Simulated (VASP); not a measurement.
# NbP (I4_1md) in VASP: a series of runs

NbP is run at these levels: PBE; tasks: single point.

Everything below comes from runs of VASP 6.6.1. Logs are shortened: lines on timing, memory, paths and dates and some standing lists are left out, and cuts for length are marked.

## 1. The cell of the first run

It takes space group I4_1md (No. 109, tetragonal). Conventional cell: a = 3.213 Å, b = 3.213 Å, c = 11.428 Å, α = 90.00°, β = 90.00°, γ = 90.00°. Within 3.3 Å of Nb (site symmetry 2mm) lie 6 P at 2.46 to 2.50 Å and 8 Nb at 3.21 to 3.28 Å. Within 3.3 Å of P (site symmetry 2mm) lie 6 Nb at 2.46 to 2.50 Å and 8 P at 3.21 to 3.28 Å.

## 2. Single point, PBE (strain -0.040 along x and y, +0.000 along z)

Input file INCAR:

```
SYSTEM = NbP
PREC = Accurate
ENCUT = 520
EDIFF = 1E-7
ISMEAR = 0
SIGMA = 0.15
LREAL = .False.
LASPH = .True.
NELM = 100
ALGO = Normal
ISIF = 2
LWAVE = .False.
LCHARG = .False.
GGA = PE
NBANDS = 26
```

Input file KPOINTS:

```
regular mesh
0
Gamma
  20 20 20
  0 0 0
```

Input file POSCAR:

```
NbP
1.0
   -1.6065824859      1.6065824859      5.7139822308
    1.6065824859     -1.6065824859      5.7139822308
    1.6065824859      1.6065824859     -5.7139822308
Nb P
2 2
Direct
    0.7500346828      0.7500346828      0.0000000000
    0.5000346828      0.0000346828      0.5000000000
    0.3325938922      0.3325938922      0.0000000000
    0.0825938922      0.5825938922      0.5000000000
```

Potentials or basis: VASP PAW PBE potentials, release 64 (Nb_sv, P).

Launch:

```sh
> cat potpaw_PBE.64/Nb_sv/POTCAR potpaw_PBE.64/P/POTCAR > POTCAR
> mpirun -np 1 vasp_std > vasp.out
```

OUTCAR:

```text
SYSTEM = NbP
   PREC = Accurate
   ENCUT = 520
   EDIFF = 1E-7
   ISMEAR = 0
   LREAL = .False.
   LASPH = .True.
   NELM = 100
   ISIF = 2
   GGA = PE

 ion  position               nearest neighbor table
   1  0.750  0.750  0.000-   3 2.46   3 2.46   3 2.46   3 2.46   4 2.50   4 2.50
   2  0.500  0.000  0.500-   4 2.46   4 2.46   4 2.46   4 2.46   3 2.50   3 2.50
   3  0.333  0.333  0.000-   1 2.46   1 2.46   1 2.46   1 2.46   2 2.50   2 2.50
   4  0.083  0.583  0.500-   2 2.46   2 2.46   2 2.46   2 2.46   1 2.50   1 2.50

  LATTYP: Found a body centered tetragonal cell.
 ALAT       =     3.2131649718
 C/A-ratio  =     3.5566068228

  Lattice vectors:

 A1 = (  -1.6065824859,   1.6065824859,   5.7139822308)
 A2 = (   1.6065824859,  -1.6065824859,   5.7139822308)
 A3 = (   1.6065824859,   1.6065824859,  -5.7139822308)

Analysis of symmetry for initial positions (statically):
=====================================================================
 Subroutine PRICEL returns:
 Original cell was already a primitive cell.

 Routine SETGRP: Setting up the symmetry group for a
 body centered tetragonal supercell.

 Subroutine GETGRP returns: Found  8 space group operations
 (whereof  4 operations were pure point group operations)
 out of a pool of 16 trial point group operations.

The static configuration has the point symmetry C_2v.
 The point group associated with its full space group is C_4v.

Analysis of symmetry for dynamics (positions and initial velocities):
=====================================================================
 Subroutine PRICEL returns:
 Original cell was already a primitive cell.

 Routine SETGRP: Setting up the symmetry group for a
 body centered tetragonal supercell.

 Subroutine GETGRP returns: Found  8 space group operations
 (whereof  4 operations were pure point group operations)
 out of a pool of 16 trial point group operations.

The dynamic configuration has the point symmetry C_2v.
 The point group associated with its full space group is C_4v.

 Subroutine INISYM returns: Found  8 space group operations
 (whereof  4 operations are pure point group operations),
 and found     1 'primitive' translations

----------------------------------------------------------------------------------------

                                     Primitive cell

  volume of cell :      58.9936

  direct lattice vectors                    reciprocal lattice vectors
    -1.606582486  1.606582486  5.713982231     0.000000000  0.311219626  0.087504647
     1.606582486 -1.606582486  5.713982231     0.311219626  0.000000000  0.087504647
     1.606582486  1.606582486 -5.713982231     0.311219626  0.311219626  0.000000000

  length of vectors
     6.149130630  6.149130630  6.149130630     0.323287363  0.323287363  0.440131016

  position of ions in fractional coordinates (direct lattice)
     0.750034683  0.750034683  0.000000000
     0.500034683  0.000034683  0.500000000
     0.332593892  0.332593892  0.000000000
     0.082593892  0.582593892  0.500000000

  ion indices of the primitive-cell ions
   primitive index   ion index
                 1           1
                 2           2
                 3           3
                 4           4

----------------------------------------------------------------------------------------

 KPOINTS: regular mesh

Automatic generation of k-mesh.
 Grid dimensions read from file:
 generate k-points for:   20   20   20

 Generating k-lattice:

  Cartesian coordinates                     Fractional coordinates (reciprocal lattice)
     0.000000000  0.015560981  0.004375232     0.050000000  0.000000000  0.000000000
     0.015560981  0.000000000  0.004375232     0.000000000  0.050000000  0.000000000
     0.015560981  0.015560981  0.000000000     0.000000000  0.000000000  0.050000000

  Length of vectors
     0.016164368  0.016164368  0.022006551

  Shift w.r.t. Gamma in fractional coordinates (k-lattice)
     0.000000000  0.000000000  0.000000000

 Subroutine IBZKPT returns following result:
 ===========================================

 Found    641 irreducible k-points:

 Following reciprocal coordinates:
            Coordinates               Weight
  0.000000  0.000000  0.000000      1.000000
  0.050000 -0.000000  0.000000      8.000000
  0.100000  0.000000  0.000000      8.000000
  0.150000 -0.000000  0.000000      8.000000
  0.200000  0.000000  0.000000      8.000000
  0.250000 -0.000000  0.000000      8.000000
[... 16 lines left out ...]
 -0.400000  0.050000 -0.000000     16.000000
 -0.350000  0.050000  0.000000     16.000000
 [... further k-points ...]
   k-points           NKPTS =    641   k-points in BZ     NKDIM =    641   number of bands    NBANDS=     26
   number of dos      NEDOS =    301   number of ions     NIONS =      4
   total plane-waves  NPLWV = 110592
   dimension x,y,z NGX =    48 NGY =   48 NGZ =   48
   dimension x,y,z NGXF=    96 NGYF=   96 NGZF=   96
   ions per type =               2   2
   NGX,Y,Z   is equivalent  to a cutoff of  12.98, 12.98, 12.98 a.u.
   NGXF,Y,Z  is equivalent  to a cutoff of  25.95, 25.95, 25.95 a.u.
 SYSTEM =  NbP
   PREC   = accura    normal or accurate (medium, high low for compatibility)
   ISTART =      0    job   : 0-new  1-cont  2-samecut
   ICHARG =      2    charge: 1-file 2-atom 10-const
   ISPIN  =      1    spin polarized calculation?
   LNONCOLLINEAR =      F non collinear calculations
   LSORBIT =      F    spin-orbit coupling
   LASPH  =      T    aspherical Exc in radial PAW
   ENCUT  =  520.0 eV  38.22 Ry    6.18 a.u.  11.43 11.43 11.43*2*pi/ulx,y,z
   NELM   =    100;   NELMIN=  2; NELMDL= -5     # of ELM steps
   EDIFF  = 0.1E-06   stopping-criterion for ELM
   LREAL  =      F    real-space projection
   EDIFFG = 0.1E-05   stopping-criterion for IOM
   NSW    =      0    number of steps for IOM
   IBRION =     -1    ionic relax: 0-MD 1-quasi-New 2-CG
   NFREE  =      0    steps in history (QN), initial steepest desc. (CG)
   ISIF   =      2    stress and relaxation
   ISYM   =      2    0-nonsym 1-usesym 2-fastsym
   POTIM  = 0.5000    time-step for ionic-motion
   TEBEG  =    0.0;   TEEND  =   0.0 temperature during run
   PSTRESS=    0.0 pullay stress
   NELECT =      36.0000    total number of electrons
   NUPDOWN=      -1.0000    fix difference up-down
   EMIN   =  10.00;   EMAX   =-10.00  energy-range for DOS
   EFERMI =   0.00;   METHOD = LEGACY
   ISMEAR =     0;   SIGMA  =   0.15  broadening in eV -4-tet -1-fermi 0-gaus
   EFERMI_NEDOS =   21; number of points for ismear=-14 and -15
   IALGO  =     38    algorithm
   IMIX   =      4    mixing-type and parameters
     AMIX     =   0.40;   BMIX     =  1.00
     AMIX_MAG =   1.60;   BMIX_MAG =  1.00
  volume/ion in A,a.u.               =      14.75        99.53
  Fermi-wavevector in a.u.,A,eV,Ry     =   1.388590  2.624055 26.234510  1.928182
  Thomas-Fermi vector in A             =   2.512702
   LORBIT       =      0    0 simple, 1 ext, 2 COOP (PROOUT), +10 PAW based schemes
   GGA     = PE    functional components
   LHFCALC =     F    Hartree Fock is set to
   AEXX    =    0.0000 exact exchange contribution
   IVDW    =     0    specifies the selected vdW correction
   LEPSILON=     F    determine dielectric tensor
   LRPA    =     F    only Hartree local field effects (RPA)
 non-spin polarized calculation
 Gauss-broadening in eV      SIGMA  =   0.15
  energy-cutoff  :      520.00
  volume of cell :       58.99
 maximum number of plane-waves:      1612
 NGX is ok and might be reduce to    48
   NGX = 23   NGY = 23   NGZ = 23

 number of electron      36.0000000 magnetization

 Free energy of the ion-electron system (eV)
  ---------------------------------------------------
  ext. energy  EPLUGINS =         0.00000000
  ---------------------------------------------------
  free energy    TOTEN  =       -34.98856024 eV

  energy without entropy =      -34.98264667  energy(sigma->0) =      -34.98560346

 E-fermi :  11.7665     XC(G=0): -12.4164

 val. band max:       11.7594813213   @ k =  -0.1000  -0.4500   0.1000
 cond. band min:      11.7780670097   @ k =  -0.3000   0.4500   0.3000
 fundamental gap:      0.0185856884
 Fermi energy:        11.7664586163

 k-point     1 :       0.0000    0.0000    0.0000
  band No.  band energies     occupation
      1     -42.9451      2.00000
      2     -42.8985      2.00000
      3     -19.3418      2.00000
      4     -18.9936      2.00000
      5     -18.9936      2.00000
      6     -18.8639      2.00000
[... 18 lines left out ...]
     25      16.3243      0.00000
     26      16.3243      0.00000

 k-point     2 :       0.0500   -0.0000    0.0000
  band No.  band energies     occupation
      1     -42.9442      2.00000
      2     -42.8980      2.00000
      3     -19.3384      2.00000
      4     -19.0045      2.00000
      5     -18.9927      2.00000
      6     -18.8727      2.00000
[... 18 lines left out ...]
     25      16.2662      0.00000
     26      16.4834      0.00000

 k-point     3 :       0.1000    0.0000    0.0000
  band No.  band energies     occupation
      1     -42.9413      2.00000
      2     -42.8965      2.00000
      3     -19.3287      2.00000
      4     -19.0358      2.00000
      5     -18.9901      2.00000
      6     -18.9004      2.00000
[... 18 lines left out ...]
     25      16.2868      0.00000
     26      16.8929      0.00000

 k-point     4 :       0.1500   -0.0000    0.0000
  band No.  band energies     occupation
      1     -42.9369      2.00000
      2     -42.8942      2.00000
      3     -19.3140      2.00000
      4     -19.0832      2.00000
      5     -18.9861      2.00000
      6     -18.9436      2.00000
[... 18 lines left out ...]
     25      16.5474      0.00000
     26      17.4265      0.00000
[... 496 lines left out ...]
      1     -42.9031      2.00000
      2     -42.8797      2.00000
      3     -19.4292      2.00000
      4     -19.2572      2.00000
      5     -19.1291      2.00000
      6     -18.9691      2.00000
[... 18 lines left out ...]
     25      16.8524      0.00000
     26      18.6328      0.00000

 k-point    23 :      -0.4000    0.0500   -0.0000
  band No.  band energies     occupation
      1     -42.9066      2.00000
      2     -42.8804      2.00000
      3     -19.4009      2.00000
      4     -19.2374      2.00000
      5     -19.1400      2.00000
      6     -18.9712      2.00000
[... 18 lines left out ...]
     25      16.7647      0.00000
     26      18.7752      0.00000

 k-point    24 :      -0.3500    0.0500    0.0000
  band No.  band energies     occupation
      1     -42.9118      2.00000
      2     -42.8821      2.00000
      3     -19.3585      2.00000
      4     -19.2182      2.00000
      5     -19.1388      2.00000
      6     -18.9750      2.00000
[... 18 lines left out ...]
     25      16.8927      0.00000
     26      18.8044      0.00000

 [... further k-points ...]

------------------------ aborting loop because EDIFF is reached ----------------------------------------

  FORCE on cell =-STRESS in cart. coord.  units (eV):
  Direction    XX          YY          ZZ          XY          YZ          ZX
  --------------------------------------------------------------------------------------
  -------------------------------------------------------------------------------------
  Total        8.5811724      8.5811724      3.9665997      0.0000000      0.0000000      0.0000000
  in kB      233.0516999    233.0516999    107.7268667      0.0000000      0.0000000      0.0000000
  external PRESSURE =     191.2767555 kB  Pullay stress =       0.0000000 kB

 VOLUME and BASIS-vectors are now :
 -----------------------------------------------------------------------------
  energy-cutoff  :      520.00
  volume of cell :       58.99
      direct lattice vectors                 reciprocal lattice vectors
    -1.606582486  1.606582486  5.713982231     0.000000000  0.311219626  0.087504647
     1.606582486 -1.606582486  5.713982231     0.311219626  0.000000000  0.087504647
     1.606582486  1.606582486 -5.713982231     0.311219626  0.311219626  0.000000000

 POSITION                                       TOTAL-FORCE (eV/Angst)
 -----------------------------------------------------------------------------------
      0.00000      0.00000      8.57137         0.000000      0.000000     -0.356764
      0.00000      1.60658      0.00040        -0.000000     -0.000000     -0.356764
      0.00000      0.00000      3.80087        -0.000000     -0.000000      0.356764
      1.60658      0.00000      0.94388        -0.000000     -0.000000      0.356764
 -----------------------------------------------------------------------------------
    total drift:                               -0.000000     -0.000000     -0.000070

  FREE ENERGIE OF THE ION-ELECTRON SYSTEM (eV)
  ---------------------------------------------------
  free  energy   TOTEN  =       -34.9885602425 eV

  energy  without entropy=      -34.9826466738  energy(sigma->0) =      -34.98560346
```

It took 20 min on 1 thread of Intel Xeon 6975P-C (Granite Rapids), shared host; peak memory 0.95 GiB.

Results:

```
Free energy            : -34.9886 eV
Pressure               : 19.1 GPa
Largest force          : 0.357 eV/Å
Band gap on the k mesh : zero (bands 18 and 19 overlap by 0.32 eV)
```

Forces on the atoms (eV/Å):
```
Nb   0.000  0.000 -0.357
Nb   0.000  0.000 -0.357
P    0.000  0.000  0.357
P    0.000  0.000  0.357
```

Stress tensor (GPa, compression positive):
```
23.31  0.00  0.00
 0.00 23.31  0.00
 0.00  0.00 10.77
```

Caveat: the cell differs from its parent crystal (strain -0.040 along x and y, +0.000 along z); the stress differs along the axes, from 11 to 23 GPa.

## 3. Single point, PBE (strain -0.040 along x and y, +0.040 along z)

Input file INCAR:

```
SYSTEM = NbP
ALGO = Normal
EDIFF = 1E-6
ENCUT = 520
GGA = PE
ISIF = 2
ISMEAR = 0
LASPH = .TRUE.
LCHARG = .FALSE.
LREAL = .FALSE.
LWAVE = .FALSE.
NBANDS = 26
NELM = 80
PREC = Accurate
SIGMA = 0.15
```

Input file KPOINTS:

```
k-points
0
G
  20 20 20
  0 0 0
```

Input file POSCAR:

```
NbP
1.0
   -1.6065824859      1.6065824859      5.9425415200
    1.6065824859     -1.6065824859      5.9425415200
    1.6065824859      1.6065824859     -5.9425415200
Nb P
2 2
Direct
    0.7500346828      0.7500346828      0.0000000000
    0.5000346828      0.0000346828      0.5000000000
    0.3325938922      0.3325938922      0.0000000000
    0.0825938922      0.5825938922      0.5000000000
```

Potentials or basis: VASP PAW PBE potentials, release 64 (Nb_sv, P).

Launch:

```sh
> cat potpaw_PBE.64/Nb_sv/POTCAR potpaw_PBE.64/P/POTCAR > POTCAR
> mpirun -np 1 vasp_std > vasp.out
```

Wall time 25 min (1 thread of AMD EPYC 9R45 (Zen 5), shared host); peak memory 0.94 GiB.

Results (log left out):

| Property | Result |
| --- | --- |
| Free energy | -35.0546 eV |
| Pressure | 10.8 GPa |
| Largest force | 0.640 eV/Å |
| Band gap on the k mesh | zero (bands 18 and 19 overlap by 0.44 eV) |

Forces in eV/Å, atoms in the order of the input:
```
Nb   0.000  0.000 -0.640
Nb   0.000  0.000 -0.640
P    0.000  0.000  0.640
P    0.000  0.000  0.640
```

Stress tensor (GPa, compression positive):
```
16.88  0.00  0.00
 0.00 16.88  0.00
 0.00  0.00 -1.44
```

Levels at points of the mesh, in eV from the Fermi level:
| k point | band 14 | band 15 | band 16 | band 17 | band 18 | band 19 | band 20 | band 21 | band 22 | band 23 |
| --- | --- | --- | --- | --- | --- | --- | --- | --- | --- | --- |
| (0.00, 0.00, 0.00) | -2.28 | -1.97 | -1.97 | -1.25 | -1.25 | 1.23 | 1.82 | 2.56 | 3.30 | 3.65 |
| (0.50, 0.00, 0.00) | -3.03 | -2.28 | -2.04 | -1.88 | -0.56 | 0.24 | 1.42 | 2.10 | 3.17 | 3.71 |
| (0.50, 0.50, 0.00) | -4.79 | -3.14 | -3.14 | -0.32 | -0.32 | 3.09 | 3.09 | 3.61 | 3.61 | 4.04 |
| (0.50, 0.50, 0.50) | -2.89 | -2.52 | -2.52 | -0.21 | -0.21 | 1.51 | 1.51 | 2.43 | 2.43 | 3.45 |

Caveat: the cell differs from its parent crystal (strain -0.040 along x and y, +0.040 along z); the stress differs along the axes, from -1 to 17 GPa.

## 4. Single point, PBE (strain -0.080 along x and y, +0.000 along z)

Input file INCAR:

```
  PREC = Accurate
  ENCUT = 520
  EDIFF = 1E-6
  ISMEAR = 0
  SIGMA = 0.15
  LREAL = F
  LASPH = T
  NELM = 80
  ALGO = Normal
  ISIF = 2
  LWAVE = F
  LCHARG = F
  GGA = PE
  NBANDS = 26
```

Input file KPOINTS:

```
Automatic mesh
0
Gamma
  20 20 20
```

Input file POSCAR:

```
NbP
1.0
   -1.5396415490      1.5396415490      5.7139822308
    1.5396415490     -1.5396415490      5.7139822308
    1.5396415490      1.5396415490     -5.7139822308
Nb P
2 2
Direct
    0.7500346828      0.7500346828      0.0000000000
    0.5000346828      0.0000346828      0.5000000000
    0.3325938922      0.3325938922      0.0000000000
    0.0825938922      0.5825938922      0.5000000000
```

Launch:

```sh
> cat potpaw_PBE.64/Nb_sv/POTCAR potpaw_PBE.64/P/POTCAR > POTCAR
> mpirun -np 1 vasp_std > vasp.out
```

Wall time 56 min (1 thread of Intel Xeon 8259CL, shared host); peak memory 0.91 GiB.

It converged, with:

```yaml
Free_energy: -33.8027 eV
Pressure: 47.7 GPa
Largest_force: 1.089 eV/Å
Band_gap_on_the_k_mesh: zero (bands 18 and 19 overlap by 0.68 eV)
```

Forces on the atoms (eV/Å):
```
Nb   0.000  0.000 -1.089
Nb   0.000  0.000 -1.089
P    0.000  0.000  1.089
P    0.000  0.000  1.089
```

Stress tensor (GPa, compression positive):
```
57.70  0.00  0.00
 0.00 57.70  0.00
 0.00  0.00 27.64
```

Levels at points of the mesh, in eV from the Fermi level:
| k point | band 14 | band 15 | band 16 | band 17 | band 18 | band 19 | band 20 | band 21 | band 22 | band 23 |
| --- | --- | --- | --- | --- | --- | --- | --- | --- | --- | --- |
| (0.00, 0.00, 0.00) | -2.76 | -2.07 | -2.07 | -1.28 | -1.28 | 1.42 | 2.14 | 2.91 | 3.52 | 4.31 |
| (0.50, 0.00, 0.00) | -3.33 | -2.52 | -2.30 | -2.17 | -0.60 | 0.21 | 1.61 | 2.35 | 3.80 | 4.40 |
| (0.50, 0.50, 0.00) | -5.17 | -3.27 | -3.27 | -0.29 | -0.29 | 3.67 | 3.67 | 4.34 | 4.34 | 4.71 |
| (0.50, 0.50, 0.50) | -3.47 | -2.77 | -2.77 | 0.06 | 0.06 | 1.76 | 1.76 | 2.86 | 2.86 | 4.09 |

Caveat: the cell differs from its parent crystal (strain -0.080 along x and y, +0.000 along z); the stress differs along the axes, from 28 to 58 GPa; forces of over 1 eV/Å act on the atoms, so gaps and moduli don't describe the material at rest.

## 5. Summary

```csv
cell,gap on the mesh (eV),pressure (GPa),largest force (eV/Å)
"a = 6.149 Å, angles 149.7, 149.7, 43.4°, 4 atoms",none,19.1,0.36
"a = 6.362 Å, angles 150.7, 150.7, 41.8°, 4 atoms",none,10.8,0.64
"a = 6.115 Å, angles 150.8, 150.8, 41.7°, 4 atoms",none,47.7,1.09
```

Alike in all rows: task single point; level PBE; potentials or basis VASP PAW PBE potentials, release 64 (Nb_sv, P); no spin polarisation; k mesh 20 × 20 × 20; cutoff (eV) 520; smearing gaussian 0.15 eV.

Caveats: the stress differs along the axes, from 11 to 23 GPa (at least some runs); the stress differs along the axes, from -1 to 17 GPa (at least some runs); the stress differs along the axes, from 28 to 58 GPa (at least some runs); forces of over 1 eV/Å act on the atoms, so gaps and moduli don't describe the material at rest (at least some runs).

Total energies depend on the potentials used, so only differences within one code and one set of settings carry meaning.
